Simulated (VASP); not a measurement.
# C (Fmmm) in VASP: relaxation of shape and atoms at fixed volume with PBE+D3(BJ)

Aim: the relaxation of shape and atoms at fixed volume of C with PBE+D3(BJ).

All numbers are computed with VASP 6.6.1; they aren't measurements. Logs are shortened: lines on timing, memory, paths and dates and some standing lists are left out, and cuts for length are marked.

## (1) The cell of the first run

It takes space group Fmmm (No. 69, orthorhombic). Conventional cell: a = 2.499 Å, b = 4.327 Å, c = 7.279 Å, α = 90.00°, β = 90.00°, γ = 90.00°. Within 1.9 Å of C (site symmetry m2m) lie 3 C at 1.44 Å.

## (2) Relaxation of shape and atoms at fixed volume, PBE+D3(BJ) (9.84 Å³/atom)

The input, INCAR:

```
PREC     = Accurate       # precision mode
ENCUT    = 600            # plane-wave cutoff, eV
EDIFF    = 1E-6           # SCF threshold, eV
ISMEAR   = 0              # smearing method
SIGMA    = 0.1            # smearing width, eV
LREAL    = False          # projectors in reciprocal space
LASPH    = True           # aspherical terms in the spheres
NELM     = 60             # most SCF steps
ALGO     = Normal         # electronic algorithm
ISIF     = 4              # what is computed and relaxed
LWAVE    = False          # write WAVECAR
LCHARG   = False          # write CHGCAR
GGA      = PE             # functional
IVDW     = 12             # dispersion correction
IBRION   = 2              # ionic algorithm
NSW      = 50             # ionic steps
EDIFFG   = -0.01          # ionic threshold
```

The input, KPOINTS:

```
regular mesh
0
Gamma
  18 18 6
```

The input, POSCAR:

```
C
1.0
    1.2494278175     -2.1634525116      0.0000000000
    1.2494278175      2.1634525116      0.0000000000
    0.0000000000      0.0000000000      7.2792059366
C
4
Direct
    0.0833196069      0.9166803931      0.7500000000
    0.5833196069      0.4166803931      0.2500000000
    0.9166803931      0.0833196069      0.2500000000
    0.4166803931      0.5833196069      0.7500000000
```

Potentials or basis: VASP PAW PBE potentials, release 64 (C).

Started as:

```bash
$ cat potpaw_PBE.64/C/POTCAR > POTCAR
$ mpirun -np 1 vasp_std > vasp.out
```

OUTCAR:

```text
PREC = Accurate
   ENCUT = 600
   EDIFF = 1E-6
   ISMEAR = 0
   LREAL = False
   LASPH = True
   NELM = 60
   ISIF = 4
   GGA = PE
   IVDW = 12
   IBRION = 2
   NSW = 50
   EDIFFG = -0.01
 IVDW          = 12

 ion  position               nearest neighbor table
   1  0.083  0.917  0.750-   4 1.44   4 1.44   4 1.44
   2  0.583  0.417  0.250-   3 1.44   3 1.44   3 1.44
   3  0.917  0.083  0.250-   2 1.44   2 1.44   2 1.44
   4  0.417  0.583  0.750-   1 1.44   1 1.44   1 1.44

  LATTYP: Found a base centered orthorhombic cell.
 ALAT       =     2.4988556350
 B/A-ratio  =     1.7315546215
 C/A-ratio  =     2.9130157960

  Lattice vectors:

 A1 = (   1.2494278175,  -2.1634525116,   0.0000000000)
 A2 = (   1.2494278175,   2.1634525116,   0.0000000000)
 A3 = (   0.0000000000,   0.0000000000,   7.2792059366)

Analysis of symmetry for initial positions (statically):
=====================================================================
 Subroutine PRICEL returns following result:

  LATTYP: Found a face centered orthorhombic cell.
 ALAT       =     2.4988556350
 B/A-ratio  =     1.7315546215
 C/A-ratio  =     2.9130157960

  Lattice vectors:

 A1 = (   0.0000000000,  -2.1634525116,  -3.6396029683)
 A2 = (   1.2494278175,   0.0000000000,  -3.6396029683)
 A3 = (   1.2494278175,  -2.1634525116,  -0.0000000000)

   2 primitive cells build up your supercell.

 Routine SETGRP: Setting up the symmetry group for a
 base centered orthorhombic supercell.

 Subroutine GETGRP returns: Found  8 space group operations
 (whereof  4 operations were pure point group operations)
 out of a pool of  8 trial point group operations.

The static configuration has the point symmetry C_2h.
 The point group associated with its full space group is D_2h.

Analysis of symmetry for dynamics (positions and initial velocities):
=====================================================================
 Subroutine PRICEL returns following result:

  LATTYP: Found a face centered orthorhombic cell.
 ALAT       =     2.4988556350
 B/A-ratio  =     1.7315546215
 C/A-ratio  =     2.9130157960

  Lattice vectors:

 A1 = (   0.0000000000,  -2.1634525116,  -3.6396029683)
 A2 = (   1.2494278175,   0.0000000000,  -3.6396029683)
 A3 = (   1.2494278175,  -2.1634525116,  -0.0000000000)

   2 primitive cells build up your supercell.

 Routine SETGRP: Setting up the symmetry group for a
 base centered orthorhombic supercell.

 Subroutine GETGRP returns: Found  8 space group operations
 (whereof  4 operations were pure point group operations)
 out of a pool of  8 trial point group operations.

The dynamic configuration has the point symmetry C_2h.
 The point group associated with its full space group is D_2h.

 Subroutine INISYM returns: Found  8 space group operations
 (whereof  4 operations are pure point group operations),
 and found     2 'primitive' translations

----------------------------------------------------------------------------------------

                                     Primitive cell

  volume of cell :      19.6763

  direct lattice vectors                    reciprocal lattice vectors
     0.000000000 -2.163452512 -3.639602968    -0.400183182 -0.231112075 -0.137377622
     1.249427817  0.000000000 -3.639602968     0.400183182  0.231112075 -0.137377622
     1.249427817 -2.163452512 -0.000000000     0.400183182 -0.231112075  0.137377622

  length of vectors
     4.234056747  3.848087790  2.498318763     0.482112001  0.482112001  0.482112001

  position of ions in fractional coordinates (direct lattice)
     0.333319607  0.166680393  0.833319607
     0.666680393  0.833319607  0.166680393

  ion indices of the primitive-cell ions
   primitive index   ion index
                 1           1
                 2           4

----------------------------------------------------------------------------------------

 KPOINTS: regular mesh

Automatic generation of k-mesh.
 Grid dimensions read from file:
 generate k-points for:   18   18    6

 Generating k-lattice:

  Cartesian coordinates                     Fractional coordinates (reciprocal lattice)
     0.022232399 -0.012839560  0.000000000     0.055555556 -0.000000000  0.000000000
     0.022232399  0.012839560  0.000000000    -0.000000000  0.055555556  0.000000000
     0.000000000  0.000000000  0.022896270     0.000000000  0.000000000  0.166666667

  Length of vectors
     0.025673602  0.025673602  0.022896270

  Shift w.r.t. Gamma in fractional coordinates (k-lattice)
     0.000000000  0.000000000  0.000000000

 Subroutine IBZKPT returns following result:
 ===========================================

 Found    364 irreducible k-points:

 Following reciprocal coordinates:
            Coordinates               Weight
  0.000000  0.000000  0.000000      1.000000
  0.055556 -0.000000  0.000000      4.000000
  0.111111 -0.000000  0.000000      4.000000
  0.166667 -0.000000  0.000000      4.000000
  0.222222 -0.000000  0.000000      4.000000
  0.277778  0.000000  0.000000      4.000000
[... 16 lines left out ...]
 -0.277778  0.055556  0.000000      4.000000
 -0.222222  0.055556  0.000000      4.000000
 [... further k-points ...]
   k-points           NKPTS =    364   k-points in BZ     NKDIM =    364   number of bands    NBANDS=     12
   number of dos      NEDOS =    301   number of ions     NIONS =      4
   total plane-waves  NPLWV =  24000
   dimension x,y,z NGX =    20 NGY =   20 NGZ =   60
   dimension x,y,z NGXF=    40 NGYF=   40 NGZF=  120
   ions per type =               4
   NGX,Y,Z   is equivalent  to a cutoff of  13.31, 13.31, 13.70 a.u.
   NGXF,Y,Z  is equivalent  to a cutoff of  26.62, 26.62, 27.41 a.u.
 SYSTEM =  unknown system
   PREC   = accura    normal or accurate (medium, high low for compatibility)
   ISTART =      0    job   : 0-new  1-cont  2-samecut
   ICHARG =      2    charge: 1-file 2-atom 10-const
   ISPIN  =      1    spin polarized calculation?
   LNONCOLLINEAR =      F non collinear calculations
   LSORBIT =      F    spin-orbit coupling
   LASPH  =      T    aspherical Exc in radial PAW
   ENCUT  =  600.0 eV  44.10 Ry    6.64 a.u.   4.99  4.99 14.54*2*pi/ulx,y,z
   NELM   =     60;   NELMIN=  2; NELMDL= -5     # of ELM steps
   EDIFF  = 0.1E-05   stopping-criterion for ELM
   LREAL  =      F    real-space projection
   EDIFFG = -.1E-01   stopping-criterion for IOM
   NSW    =     50    number of steps for IOM
   IBRION =      2    ionic relax: 0-MD 1-quasi-New 2-CG
   NFREE  =      1    steps in history (QN), initial steepest desc. (CG)
   ISIF   =      4    stress and relaxation
   ISYM   =      2    0-nonsym 1-usesym 2-fastsym
   POTIM  = 0.5000    time-step for ionic-motion
   TEBEG  =    0.0;   TEEND  =   0.0 temperature during run
   PSTRESS=    0.0 pullay stress
   NELECT =      16.0000    total number of electrons
   NUPDOWN=      -1.0000    fix difference up-down
   EMIN   =  10.00;   EMAX   =-10.00  energy-range for DOS
   EFERMI =   0.00;   METHOD = LEGACY
   ISMEAR =     0;   SIGMA  =   0.10  broadening in eV -4-tet -1-fermi 0-gaus
   EFERMI_NEDOS =   21; number of points for ismear=-14 and -15
   IALGO  =     38    algorithm
   IMIX   =      4    mixing-type and parameters
     AMIX     =   0.40;   BMIX     =  1.00
     AMIX_MAG =   1.60;   BMIX_MAG =  1.00
  volume/ion in A,a.u.               =       9.84        66.39
  Fermi-wavevector in a.u.,A,eV,Ry     =   1.212804  2.291867 20.012724  1.470894
  Thomas-Fermi vector in A             =   2.348276
   LORBIT       =      0    0 simple, 1 ext, 2 COOP (PROOUT), +10 PAW based schemes
   GGA     = PE    functional components
   LHFCALC =     F    Hartree Fock is set to
   AEXX    =    0.0000 exact exchange contribution
   IVDW    =    12    specifies the selected vdW correction
   LEPSILON=     F    determine dielectric tensor
   LRPA    =     F    only Hartree local field effects (RPA)
 conjugate gradient relaxation of ions
 non-spin polarized calculation
 Gauss-broadening in eV      SIGMA  =   0.10
  energy-cutoff  :      600.00
  volume of cell :       39.35
 maximum number of plane-waves:      1342
   NGX =  9   NGY =  9   NGZ = 29

--------------------------------------- Ionic step        1  -------------------------------------------

 number of electron      16.0000000 magnetization

 Free energy of the ion-electron system (eV)
  ---------------------------------------------------
  ext. energy  EPLUGINS =         0.00000000
  ---------------------------------------------------
  free energy    TOTEN  =       -36.85253668 eV

  energy without entropy =      -36.85208496  energy(sigma->0) =      -36.85231082

------------------------ aborting loop because EDIFF is reached ----------------------------------------

 Edisp (eV)   -0.56227

 E8    (eV) :    -0.1577

  FORCE on cell =-STRESS in cart. coord.  units (eV):
  Direction    XX          YY          ZZ          XY          YZ          ZX
  --------------------------------------------------------------------------------------
  -------------------------------------------------------------------------------------
  Total      -3.67299    -3.66928    -0.40242     0.00000    -0.00000     0.00000
  in kB    -149.54035  -149.38924   -16.38387     0.00000    -0.00000     0.00000
  external pressure =     -105.10 kB  Pullay stress =        0.00 kB
[... 65 lines left out ...]
  energy  without entropy=      -37.4518211447  energy(sigma->0) =      -37.45208672

--------------------------------------- Ionic step        3  -------------------------------------------

 number of electron      15.9999999 magnetization

 Free energy of the ion-electron system (eV)
  ---------------------------------------------------
  ext. energy  EPLUGINS =         0.00000000
  ---------------------------------------------------
  free energy    TOTEN  =       -36.90156117 eV

  energy without entropy =      -36.90103965  energy(sigma->0) =      -36.90130041

 E-fermi :   3.7750     XC(G=0):  -9.5946

 val. band max:        3.7163478761   @ k =   0.3333   0.3333   0.3333
 cond. band min:       3.7764893968   @ k =   0.3333   0.3333   0.5000
 fundamental gap:      0.0601415207
 Fermi energy:         3.7749796808

 k-point     1 :       0.0000    0.0000    0.0000
  band No.  band energies     occupation
      1     -15.7609      2.00000
      2     -15.6334      2.00000
      3      -4.3346      2.00000
      4      -3.2148      2.00000
      5       0.7350      2.00000
      6       0.7417      2.00000
      7       0.7454      2.00000
      8       0.7468      2.00000
      9       7.3922      0.00000
     10      12.0445      0.00000
     11      12.0608      0.00000
     12      12.0771      0.00000
[... 331 lines left out ...]
 k-point    24 :      -0.2222    0.0556    0.0000
  band No.  band energies     occupation
      1     -14.8157      2.00000
      2     -14.6964      2.00000
      3      -3.1976      2.00000
      4      -2.2693      2.00000
      5      -2.2453      2.00000
      6      -2.1290      2.00000
      7      -0.8820      2.00000
      8      -0.8759      2.00000
      9       8.5901      0.00000
     10      12.2275      0.00000
     11      12.2582      0.00000
     12      12.2911      0.00000

 [... further k-points ...]

------------------------ aborting loop because EDIFF is reached ----------------------------------------

 Edisp (eV)   -0.55143

 E8    (eV) :    -0.1543

  FORCE on cell =-STRESS in cart. coord.  units (eV):
  Direction    XX          YY          ZZ          XY          YZ          ZX
  --------------------------------------------------------------------------------------
  -------------------------------------------------------------------------------------
  Total      -0.48117    -0.46976    -0.47044     0.00000     0.00000     0.00000
  in kB     -19.59014   -19.12541   -19.15338     0.00000     0.00000     0.00000
  external pressure =      -19.29 kB  Pullay stress =        0.00 kB
[... 19 lines left out ...]
  FREE ENERGIE OF THE ION-ELECTRON SYSTEM (eV)
  ---------------------------------------------------
  free  energy   TOTEN  =       -37.4529872293 eV

  energy  without entropy=      -37.4524657153  energy(sigma->0) =      -37.45272647

 reached required accuracy - stopping structural energy minimisation
```

It took 3.2 min on 1 thread of AMD EPYC 9R14 (Zen 4), shared host; peak memory 0.27 GiB.

Results:

- Free energy: -37.4530 eV
- Energy gained by relaxing: 9.5 meV/atom
- Ionic steps: 3
- Pressure after relaxing: -1.9 GPa
- Band gap on the k mesh: zero (filled and empty bands touch)
- Dispersion energy per atom: -0.138 eV

Step by step:
```tsv
step	energy change (eV)	largest force (eV/Å)	pressure (GPa)	volume (Å³)
1	0.0000	0.0006	-10.51	39.35
2	-0.0375	0.0015	-0.78	39.35
3	-0.0382	0.0012	-1.93	39.35
```

Final structure:
```yaml
crystal:
  lattice:
    - [1.23503, -2.13861, 0.00000]
    - [1.23503, 2.13861, 0.00000]
    - [0.00000, 0.00000, 7.44961]
  atoms:
    - { symbol: C, position: [0.08333, 0.91667, 0.75000] }
    - { symbol: C, position: [0.58333, 0.41667, 0.25000] }
    - { symbol: C, position: [0.91667, 0.08333, 0.25000] }
    - { symbol: C, position: [0.41667, 0.58333, 0.75000] }
```

The gap in the log of VASP goes by the Fermi energy; the results here count the filled bands.